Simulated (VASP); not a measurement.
# Ta2N (P-3m1) in VASP: further runs

The runs below take Ta2N through single point, with LDA.

All numbers are computed with VASP 6.6.1; they aren't measurements. Logs are shortened: lines on timing, memory, paths and dates and some standing lists are left out, and cuts for length are marked.

### 1 The cell of the first run

It takes space group P-3m1 (No. 164, trigonal). The conventional cell has a = 3.062 Å, b = 3.062 Å, c = 4.787 Å, α = 90.00°, β = 90.00°, γ = 120.00°. Within 2.8 Å of Ta (site symmetry 3m) lie 3 N at 2.14 Å. Within 2.8 Å of N (site symmetry -3m) lie 6 Ta at 2.14 Å.

### 2 Single point, LDA

INCAR reads:

```
  PREC = Accurate
  ENCUT = 520
  EDIFF = 1E-6
  ISMEAR = 0
  SIGMA = 0.1
  LREAL = F
  LASPH = T
  NELM = 80
  ALGO = Normal
  ISIF = 2
  LWAVE = F
  LCHARG = F
  GGA = CA
  NBANDS = 20
```

KPOINTS reads:

```
Automatic mesh
0
Gamma
  15 15 10
```

POSCAR reads:

```
Ta2N
1.0
    3.0618977460     -0.0000000028      0.0000000000
   -1.5309488706      2.6516812332      0.0000000000
    0.0000000000      0.0000000000      4.7872674943
Ta N
2 1
Direct
    0.6666666667      0.3333333333      0.7466924879
    0.3333333333      0.6666666667      0.2533075121
    0.0000000000      0.0000000000      0.0000000000
```

Potentials or basis: VASP PAW LDA potentials, release 64 (Ta_pv, N).

Command:

```
> cat potpaw_LDA.64/Ta_pv/POTCAR potpaw_LDA.64/N/POTCAR > POTCAR
> mpirun -np 1 vasp_std > vasp.out
```

OUTCAR:

```text
PREC = Accurate
   ENCUT = 520
   EDIFF = 1E-6
   ISMEAR = 0
   LREAL = F
   LASPH = T
   NELM = 80
   ISIF = 2
   GGA = CA

 ion  position               nearest neighbor table
   1  0.667  0.333  0.747-   3 2.14   3 2.14   3 2.14   2 2.95   2 2.95   2 2.95   2 3.00   2 3.00
                             2 3.00
   2  0.333  0.667  0.253-   3 2.14   3 2.14   3 2.14   1 2.95   1 2.95   1 2.95   1 3.00   1 3.00
                             1 3.00
   3  0.000  0.000  0.000-   1 2.14   2 2.14   2 2.14   1 2.14   1 2.14   2 2.14

  LATTYP: Found a hexagonal cell.
 ALAT       =     3.0618977460
 C/A-ratio  =     1.5634968544

  Lattice vectors:

 A1 = (   3.0618977460,  -0.0000000028,   0.0000000000)
 A2 = (  -1.5309488706,   2.6516812332,   0.0000000000)
 A3 = (   0.0000000000,   0.0000000000,   4.7872674943)

Analysis of symmetry for initial positions (statically):
=====================================================================
 Subroutine PRICEL returns:
 Original cell was already a primitive cell.

 Routine SETGRP: Setting up the symmetry group for a
 hexagonal supercell.

 Subroutine GETGRP returns: Found 12 space group operations
 (whereof 12 operations were pure point group operations)
 out of a pool of 24 trial point group operations.

The static configuration has the point symmetry D_3d.

Analysis of symmetry for dynamics (positions and initial velocities):
=====================================================================
 Subroutine PRICEL returns:
 Original cell was already a primitive cell.

 Routine SETGRP: Setting up the symmetry group for a
 hexagonal supercell.

 Subroutine GETGRP returns: Found 12 space group operations
 (whereof 12 operations were pure point group operations)
 out of a pool of 24 trial point group operations.

The dynamic configuration has the point symmetry D_3d.

 Subroutine INISYM returns: Found 12 space group operations
 (whereof 12 operations are pure point group operations),
 and found     1 'primitive' translations

----------------------------------------------------------------------------------------

                                     Primitive cell

  volume of cell :      38.8687

  direct lattice vectors                    reciprocal lattice vectors
     3.061897746 -0.000000003  0.000000000     0.326594839  0.188559618  0.000000000
    -1.530948871  2.651681233  0.000000000     0.000000000  0.377119236  0.000000000
     0.000000000  0.000000000  4.787267494     0.000000000  0.000000000  0.208887429

  length of vectors
     3.061897746  3.061897746  4.787267494     0.377119236  0.377119236  0.208887429

  position of ions in fractional coordinates (direct lattice)
     0.666666667  0.333333333  0.746692488
     0.333333333  0.666666667  0.253307512
     0.000000000  0.000000000  0.000000000

  ion indices of the primitive-cell ions
   primitive index   ion index
                 1           1
                 2           2
                 3           3

----------------------------------------------------------------------------------------

 KPOINTS: Automatic mesh

Automatic generation of k-mesh.
 Grid dimensions read from file:
 generate k-points for:   15   15   10

 Generating k-lattice:

  Cartesian coordinates                     Fractional coordinates (reciprocal lattice)
     0.021772989  0.012570641  0.000000000     0.066666667  0.000000000  0.000000000
     0.000000000  0.025141282  0.000000000     0.000000000  0.066666667  0.000000000
     0.000000000  0.000000000  0.020888743     0.000000000  0.000000000  0.100000000

  Length of vectors
     0.025141282  0.025141282  0.020888743

  Shift w.r.t. Gamma in fractional coordinates (k-lattice)
     0.000000000  0.000000000  0.000000000

 Subroutine IBZKPT returns following result:
 ===========================================

 Found    238 irreducible k-points:

 Following reciprocal coordinates:
            Coordinates               Weight
  0.000000  0.000000  0.000000      1.000000
  0.066667  0.000000  0.000000      6.000000
  0.133333  0.000000  0.000000      6.000000
  0.200000  0.000000  0.000000      6.000000
  0.266667  0.000000  0.000000      6.000000
  0.333333  0.000000  0.000000      6.000000
[... 16 lines left out ...]
  0.333333  0.200000  0.000000     12.000000
  0.400000  0.200000  0.000000      6.000000
 [... further k-points ...]
   k-points           NKPTS =    238   k-points in BZ     NKDIM =    238   number of bands    NBANDS=     20
   number of dos      NEDOS =    301   number of ions     NIONS =      3
   total plane-waves  NPLWV =  20736
   dimension x,y,z NGX =    24 NGY =   24 NGZ =   36
   dimension x,y,z NGXF=    48 NGYF=   48 NGZF=   72
   ions per type =               2   1
   NGX,Y,Z   is equivalent  to a cutoff of  13.03, 13.03, 12.50 a.u.
   NGXF,Y,Z  is equivalent  to a cutoff of  26.06, 26.06, 25.00 a.u.
 SYSTEM =  unknown system
   PREC   = accura    normal or accurate (medium, high low for compatibility)
   ISTART =      0    job   : 0-new  1-cont  2-samecut
   ICHARG =      2    charge: 1-file 2-atom 10-const
   ISPIN  =      1    spin polarized calculation?
   LNONCOLLINEAR =      F non collinear calculations
   LSORBIT =      F    spin-orbit coupling
   LASPH  =      T    aspherical Exc in radial PAW
   ENCUT  =  520.0 eV  38.22 Ry    6.18 a.u.   5.69  5.69  8.90*2*pi/ulx,y,z
   NELM   =     80;   NELMIN=  2; NELMDL= -5     # of ELM steps
   EDIFF  = 0.1E-05   stopping-criterion for ELM
   LREAL  =      F    real-space projection
   EDIFFG = 0.1E-04   stopping-criterion for IOM
   NSW    =      0    number of steps for IOM
   IBRION =     -1    ionic relax: 0-MD 1-quasi-New 2-CG
   NFREE  =      0    steps in history (QN), initial steepest desc. (CG)
   ISIF   =      2    stress and relaxation
   ISYM   =      2    0-nonsym 1-usesym 2-fastsym
   POTIM  = 0.5000    time-step for ionic-motion
   TEBEG  =    0.0;   TEEND  =   0.0 temperature during run
   PSTRESS=    0.0 pullay stress
   NELECT =      27.0000    total number of electrons
   NUPDOWN=      -1.0000    fix difference up-down
   EMIN   =  10.00;   EMAX   =-10.00  energy-range for DOS
   EFERMI =   0.00;   METHOD = LEGACY
   ISMEAR =     0;   SIGMA  =   0.10  broadening in eV -4-tet -1-fermi 0-gaus
   EFERMI_NEDOS =   21; number of points for ismear=-14 and -15
   IALGO  =     38    algorithm
   IMIX   =      4    mixing-type and parameters
     AMIX     =   0.40;   BMIX     =  1.00
     AMIX_MAG =   1.60;   BMIX_MAG =  1.00
  volume/ion in A,a.u.               =      12.96        87.43
  Fermi-wavevector in a.u.,A,eV,Ry     =   1.449872  2.739860 28.601180  2.102127
  Thomas-Fermi vector in A             =   2.567548
   LORBIT       =      0    0 simple, 1 ext, 2 COOP (PROOUT), +10 PAW based schemes
   GGA     = CA    functional components
   LHFCALC =     F    Hartree Fock is set to
   AEXX    =    0.0000 exact exchange contribution
   IVDW    =     0    specifies the selected vdW correction
   LEPSILON=     F    determine dielectric tensor
   LRPA    =     F    only Hartree local field effects (RPA)
 non-spin polarized calculation
 Gauss-broadening in eV      SIGMA  =   0.10
  energy-cutoff  :      520.00
  volume of cell :       38.87
 maximum number of plane-waves:      1085
 NGX is ok and might be reduce to    24
   NGX = 11   NGY = 11   NGZ = 17

 number of electron      27.0000002 magnetization

 Free energy of the ion-electron system (eV)
  ---------------------------------------------------
  ext. energy  EPLUGINS =         0.00000000
  ---------------------------------------------------
  free energy    TOTEN  =       -37.65708433 eV

  energy without entropy =      -37.65192425  energy(sigma->0) =      -37.65450429

 E-fermi :   7.7832     XC(G=0): -13.3070

 val. band max:        7.7766584339   @ k =   0.0667   0.0000   0.0000
 cond. band min:       7.7843121181   @ k =   0.2000   0.0667   0.0000
 fundamental gap:      0.0076536842
 Fermi energy:         7.7832016098

 k-point     1 :       0.0000    0.0000    0.0000
  band No.  band energies     occupation
      1     -27.7104      2.00000
      2     -26.8258      2.00000
      3     -26.8258      2.00000
      4     -26.6770      2.00000
      5     -26.6770      2.00000
      6     -26.5445      2.00000
[... 12 lines left out ...]
     19       9.0604      0.00000
     20      13.2127      0.00000

 k-point     2 :       0.0667    0.0000    0.0000
  band No.  band energies     occupation
      1     -27.6945      2.00000
      2     -26.8585      2.00000
      3     -26.8379      2.00000
      4     -26.7098      2.00000
      5     -26.6792      2.00000
      6     -26.5506      2.00000
[... 12 lines left out ...]
     19       9.4065      0.00000
     20      13.2508      0.00000

 k-point     3 :       0.1333    0.0000    0.0000
  band No.  band energies     occupation
      1     -27.6484      2.00000
      2     -26.9511      2.00000
      3     -26.8704      2.00000
      4     -26.7997      2.00000
      5     -26.6868      2.00000
      6     -26.5696      2.00000
[... 12 lines left out ...]
     19      10.4094      0.00000
     20      13.1391      0.00000

 k-point     4 :       0.2000    0.0000    0.0000
  band No.  band energies     occupation
      1     -27.5766      2.00000
      2     -27.0879      2.00000
      3     -26.9257      2.00000
      4     -26.9155      2.00000
      5     -26.7006      2.00000
      6     -26.6022      2.00000
[... 12 lines left out ...]
     19      11.5910      0.00000
     20      12.8552      0.00000

 k-point     5 :       0.2667    0.0000    0.0000
  band No.  band energies     occupation
      1     -27.4882      2.00000
      2     -27.2420      2.00000
      3     -27.0625      2.00000
      4     -26.9645      2.00000
      5     -26.7188      2.00000
      6     -26.6484      2.00000
[... 12 lines left out ...]
     19      12.3759      0.00000
     20      12.9626      0.00000

 k-point     6 :       0.3333    0.0000    0.0000
  band No.  band energies     occupation
      1     -27.4352      2.00000
      2     -27.3437      2.00000
      3     -27.1865      2.00000
      4     -27.0092      2.00000
      5     -26.7378      2.00000
      6     -26.7064      2.00000
[... 12 lines left out ...]
     19      12.3660      0.00000
     20      13.5447      0.00000

 k-point     7 :       0.4000    0.0000    0.0000
  band No.  band energies     occupation
      1     -27.5245      2.00000
      2     -27.2984      2.00000
      3     -27.2553      2.00000
      4     -27.0432      2.00000
      5     -26.7692      2.00000
      6     -26.7535      2.00000
[... 12 lines left out ...]
     19      12.3869      0.00000
     20      12.9829      0.00000
[... 277 lines left out ...]
 k-point    20 :       0.4000    0.1333    0.0000
  band No.  band energies     occupation
      1     -27.5549      2.00000
      2     -27.3084      2.00000
      3     -27.1670      2.00000
      4     -27.1174      2.00000
      5     -26.8462      2.00000
      6     -26.8405      2.00000
[... 12 lines left out ...]
     19      12.6292      0.00000
     20      13.2197      0.00000

 k-point    21 :       0.2000    0.2000    0.0000
  band No.  band energies     occupation
      1     -27.3964      2.00000
      2     -27.2912      2.00000
      3     -27.2609      2.00000
      4     -26.9853      2.00000
      5     -26.8427      2.00000
      6     -26.7209      2.00000
[... 12 lines left out ...]
     19      13.2524      0.00000
     20      13.3460      0.00000

 k-point    22 :       0.2667    0.2000    0.0000
  band No.  band energies     occupation
      1     -27.4483      2.00000
      2     -27.2931      2.00000
      3     -27.2376      2.00000
      4     -27.0585      2.00000
      5     -26.8926      2.00000
      6     -26.7844      2.00000
[... 12 lines left out ...]
     19      13.1081      0.00000
     20      13.6426      0.00000

 k-point    23 :       0.3333    0.2000    0.0000
  band No.  band energies     occupation
      1     -27.5089      2.00000
      2     -27.2880      2.00000
      3     -27.1595      2.00000
      4     -27.1324      2.00000
      5     -26.9221      2.00000
      6     -26.8496      2.00000
[... 12 lines left out ...]
     19      12.6648      0.00000
     20      14.0248      0.00000

 k-point    24 :       0.4000    0.2000    0.0000
  band No.  band energies     occupation
      1     -27.5311      2.00000
      2     -27.2735      2.00000
      3     -27.1772      2.00000
      4     -27.1145      2.00000
      5     -26.9310      2.00000
      6     -26.8847      2.00000
[... 12 lines left out ...]
     19      12.3567      0.00000
     20      14.2484      0.00000

 [... further k-points ...]

------------------------ aborting loop because EDIFF is reached ----------------------------------------

  FORCE on cell =-STRESS in cart. coord.  units (eV):
  Direction    XX          YY          ZZ          XY          YZ          ZX
  --------------------------------------------------------------------------------------
  -------------------------------------------------------------------------------------
  Total        0.3906587      0.3906587      0.3574344     -0.0000000     -0.0000000      0.0000000
  in kB       16.1030602     16.1030602     14.7335433     -0.0000000     -0.0000000      0.0000000
  external PRESSURE =      15.6465545 kB  Pullay stress =       0.0000000 kB

 VOLUME and BASIS-vectors are now :
 -----------------------------------------------------------------------------
  energy-cutoff  :      520.00
  volume of cell :       38.87
      direct lattice vectors                 reciprocal lattice vectors
     3.061897746 -0.000000003  0.000000000     0.326594839  0.188559618  0.000000000
    -1.530948871  2.651681233  0.000000000     0.000000000  0.377119236  0.000000000
     0.000000000  0.000000000  4.787267494     0.000000000  0.000000000  0.208887429

 POSITION                                       TOTAL-FORCE (eV/Angst)
 -----------------------------------------------------------------------------------
      1.53095      0.88389      3.57462        -0.000000      0.000000     -0.050462
      0.00000      1.76779      1.21265         0.000000     -0.000000      0.050462
      0.00000      0.00000      0.00000        -0.000000      0.000000      0.000000
 -----------------------------------------------------------------------------------
    total drift:                               -0.000000      0.000000     -0.000000

  FREE ENERGIE OF THE ION-ELECTRON SYSTEM (eV)
  ---------------------------------------------------
  free  energy   TOTEN  =       -37.6570843276 eV

  energy  without entropy=      -37.6519242455  energy(sigma->0) =      -37.65450429
```

It took 2.4 min on 1 thread of AMD EPYC 7R13 (Zen 3), shared host; peak memory 0.24 GiB.

Results:

| Property | Result |
| --- | --- |
| Free energy | -37.6571 eV |
| Pressure | 1.6 GPa |
| Largest force | 0.050 eV/Å |
| Band gap on the k mesh | zero (an odd number of electrons rules out a gap without spin polarisation) |

Forces in eV/Å, atoms in the order of the input:
```
Ta   0.000  0.000 -0.050
Ta   0.000  0.000  0.050
N    0.000  0.000  0.000
```

Stress tensor (GPa, compression positive):
```
1.61 0.00 0.00
0.00 1.61 0.00
0.00 0.00 1.47
```

Levels at points of the mesh, in eV from the Fermi level:
```tsv
k point	band 11	band 12	band 13	band 14	band 15	band 16	band 17	band 18
(0.00, 0.00, 0.00)	-4.72	-0.70	-0.27	-0.27	0.27	0.27	0.39	1.28
(0.00, 0.00, 0.50)	-2.87	-2.57	-1.21	-1.21	1.92	2.32	2.40	2.40
```

Caveat: spin-orbit coupling is left out, which moves the levels of the heavy elements.

### 3 Single point, LDA

INCAR reads:

```
SYSTEM = Ta2N
ALGO     = Normal         ! electronic algorithm
EDIFF    = 1E-7           ! SCF threshold, eV
ENCUT    = 520            ! plane-wave cutoff, eV
GGA      = CA             ! functional
ISIF     = 2              ! what is computed and relaxed
ISMEAR   = -1             ! smearing method
LASPH    = .TRUE.         ! aspherical terms in the spheres
LCHARG   = .FALSE.        ! write CHGCAR
LREAL    = .FALSE.        ! projectors in reciprocal space
LWAVE    = .FALSE.        ! write WAVECAR
NBANDS   = 20             ! bands
NELM     = 100            ! most SCF steps
PREC     = Accurate       ! precision mode
SIGMA    = 0.15           ! smearing width, eV
```

KPOINTS reads:

```
k-points
0
G
  15 15 10
  0 0 0
```

POSCAR reads:

```
Ta2N
1.0
    3.0604254344     -0.0000000028      0.0000000000
   -1.5302127148      2.6504061739      0.0000000000
    0.0000000000      0.0000000000      4.7936903393
Ta N
2 1
Direct
    0.6666666667      0.3333333333      0.7462925510
    0.3333333333      0.6666666667      0.2537074490
    0.0000000000      0.0000000000      0.0000000000
```

Potentials or basis: VASP PAW LDA potentials, release 64 (Ta_pv, N).

Command:

```
> cat potpaw_LDA.64/Ta_pv/POTCAR potpaw_LDA.64/N/POTCAR > POTCAR
> mpirun -np 1 vasp_std > vasp.out
```

Wall time 2.7 min (1 thread of AMD EPYC 7R13 (Zen 3), shared host); peak memory 0.24 GiB.

The run converged. Its results:

| Quantity | Value |
| --- | --- |
| Free energy | -37.6969 eV |
| Pressure | 1.6 GPa |
| Largest force | 0.049 eV/Å |
| Band gap on the k mesh | zero (an odd number of electrons rules out a gap without spin polarisation) |

Forces on the atoms (eV/Å):
```
Ta   0.000  0.000 -0.049
Ta   0.000  0.000  0.049
N    0.000  0.000  0.000
```

Stress tensor (GPa, compression positive):
```
1.60 0.00 0.00
0.00 1.60 0.00
0.00 0.00 1.47
```

Levels at points of the mesh, in eV from the Fermi level:
| k point | band 10 | band 11 | band 12 | band 13 | band 14 | band 15 | band 16 | band 17 |
| --- | --- | --- | --- | --- | --- | --- | --- | --- |
| (0.00, 0.00, 0.00) | -6.29 | -4.72 | -0.71 | -0.26 | -0.26 | 0.29 | 0.29 | 0.38 |
| (0.00, 0.00, 0.50) | -6.48 | -2.89 | -2.56 | -1.19 | -1.19 | 1.92 | 2.34 | 2.41 |

Caveat: spin-orbit coupling is left out, which moves the levels of the heavy elements.
